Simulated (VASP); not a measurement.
Here is a VASP 6.6.1 calculation.

File INCAR:

```
SYSTEM = LiTmH4
PREC = Accurate ; ENCUT = 750
EDIFF = 1E-7 ; ISMEAR = 0
SIGMA = 0.15 ; LREAL = .False.
LASPH = .True. ; NELM = 200
ALGO = Normal ; ISIF = 3
LWAVE = .False. ; LCHARG = .False.
GGA = PE ; IBRION = 2
NSW = 36 ; EDIFFG = -0.08
GGA_COMPAT = .False. ; NELMIN = 4
LMAXMIX = 6
```

Contents of KPOINTS:

```
Automatic mesh
0
Gamma
  3 3 3
  0 0 0
```

The input POSCAR:

```
LiTmH4
1.0
    3.8677115800      0.0000000000      0.0000000000
    0.0000000000      3.8677115800      0.0000000000
    0.0000000000      0.0000000000      4.7008502200
Li Tm H
1 1 4
Direct
    0.5000000000      0.5000000000      0.5000000000
    0.0000000000      0.0000000000      0.0000000000
    0.6587810800      0.6587810800      0.0000000000
    0.3412189200      0.3412189200      0.0000000000
    0.3412189200      0.6587810800      0.0000000000
    0.6587810800      0.3412189200      0.0000000000
```

Potentials or basis: VASP PAW PBE potentials, release 64 (Li_sv, Tm_3, H), 4f in core.

The run is started by

```sh
$ cat potpaw_PBE.64/Li_sv/POTCAR potpaw_PBE.64/Tm_3/POTCAR potpaw_PBE.64/H/POTCAR > POTCAR
$ mpirun -np 1 vasp_std > vasp.out
```

(1) What does it give for the relaxed cell?

(2) Predict the space group after relaxing (to 0.1 Å).

(3) What does it give for the relaxed volume?

Results:

(1) a = 4.276 Å, b = 4.276 Å, c = 3.529 Å, α = 90.00°, β = 90.00°, γ = 90.00°.

(2) P4/mmm (No. 123).

(3) 10.76 Å³/atom.

Caveat: the k points lie up to 0.59 Å⁻¹ apart in the final cell; a cell axis changed by over 15 % at a fixed basis, so the end point is rough.
